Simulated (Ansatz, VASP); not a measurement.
Si7Ge in VASP and in Ansatz

File INCAR:

```
PREC     = Accurate       # precision mode
ENCUT    = 520            # plane-wave cutoff, eV
EDIFF    = 1E-7           # SCF threshold, eV
ISMEAR   = 0              # smearing method
SIGMA    = 0.03           # smearing width, eV
LREAL    = Auto         
LASPH    = T              # aspherical terms in the spheres
NELM     = 60             # most SCF steps
ALGO     = Normal         # electronic algorithm
ISIF     = 2              # what is computed and relaxed
LWAVE    = F              # write WAVECAR
LCHARG   = F              # write CHGCAR
GGA      = PS             # functional
NBANDS   = 56             # bands
```

File KPOINTS:

```
Automatic mesh
0
Gamma
  6 6 3
```

Contents of POSCAR:

```
Si7Ge
1.0
    0.0000000000     -5.4591768537      0.0000000000
    0.0000000000      0.0000000000     -5.4591768537
   11.6683537074      0.0000000000      0.0000000000
Si Ge
14 2
Direct
    0.7474023192      0.7474023192      0.6451335374
    0.7474023192      0.7474023192      0.1772717472
    0.5000000000      0.5000000000      0.5269527343
    0.5000000000      0.5000000000      0.0590909441
    0.5000000000      1.0000000000      0.7608836293
    0.5000000000      1.0000000000      0.2930218392
    1.0000000000      0.5000000000      0.7608836293
    1.0000000000      0.5000000000      0.2930218392
    0.7474023192      0.2525976808      0.8766337213
    0.7474023192      0.2525976808      0.4087719311
    0.2525976808      0.7474023192      0.8766337213
    0.2525976808      0.7474023192      0.4087719311
    0.2525976808      0.2525976808      0.6451335374
    0.2525976808      0.2525976808      0.1772717472
    1.0000000000      1.0000000000      0.5269527343
    1.0000000000      1.0000000000      0.0590909441
```

Input for Ansatz:

```yaml
crystal:
  lattice:
    - [0.0, -5.4591768537, 0.0]
    - [0.0, 0.0, -5.4591768537]
    - [11.6683537074, 0.0, 0.0]
  atoms:
    - { symbol: Si, position: [0.7474023192, 0.7474023192, 0.6451335374] }
    - { symbol: Si, position: [0.7474023192, 0.7474023192, 0.1772717472] }
    - { symbol: Si, position: [0.5, 0.5, 0.5269527343] }
    - { symbol: Si, position: [0.5, 0.5, 0.0590909441] }
    - { symbol: Si, position: [0.5, 1.0, 0.7608836293] }
    - { symbol: Si, position: [0.5, 1.0, 0.2930218392] }
    - { symbol: Si, position: [1.0, 0.5, 0.7608836293] }
    - { symbol: Si, position: [1.0, 0.5, 0.2930218392] }
    - { symbol: Si, position: [0.7474023192, 0.2525976808, 0.8766337213] }
    - { symbol: Si, position: [0.7474023192, 0.2525976808, 0.4087719311] }
    - { symbol: Si, position: [0.2525976808, 0.7474023192, 0.8766337213] }
    - { symbol: Si, position: [0.2525976808, 0.7474023192, 0.4087719311] }
    - { symbol: Si, position: [0.2525976808, 0.2525976808, 0.6451335374] }
    - { symbol: Si, position: [0.2525976808, 0.2525976808, 0.1772717472] }
    - { symbol: Ge, position: [1.0, 1.0, 0.5269527343] }
    - { symbol: Ge, position: [1.0, 1.0, 0.0590909441] }
basis:
  ecutwfc: 420
kpoints:
  mp_grid: { grid: [6, 6, 3] }
hamiltonian:
  xc: pbesol
scf:
  occupations: { method: gaussian, width: 0.03 }
output:
  forces: true
  stress: true
  eigenvalues: true
```

Alike in both runs: task single point; functional PBEsol; k mesh 6 × 6 × 3; occupations gaussian, width 0.03 eV; no spin polarisation.

```csv
,VASP,Ansatz
version,VASP 6.6.1,Ansatz 0.2.0
potentials or method,"VASP PAW PBE potentials, release 64 (Si, Ge_d), cutoff 520 eV","scalar-relativistic, plane waves, PAW"
valence electrons in the cell,84,84
```

VASP gave:

- gap on the k mesh at the Fermi level (eV): none
- pressure (GPa): -3.1
- traceless stress, the component that is largest in VASP (GPa): -2.79
- rms of the force components (eV/Å): 0.618

Problem. Which values does Ansatz return?

Solution. gap on the k mesh at the Fermi level (eV): none; pressure (GPa): -3.1; traceless stress, the component that is largest in VASP (GPa): -2.77; rms of the force components (eV/Å): 0.617.

VASP's potentials were made for PBE, not for PBEsol. Atom by atom the forces differ by 0.004 eV/Å (rms over components). A gap of «none» marks a metal or a gap that the smearing closes.
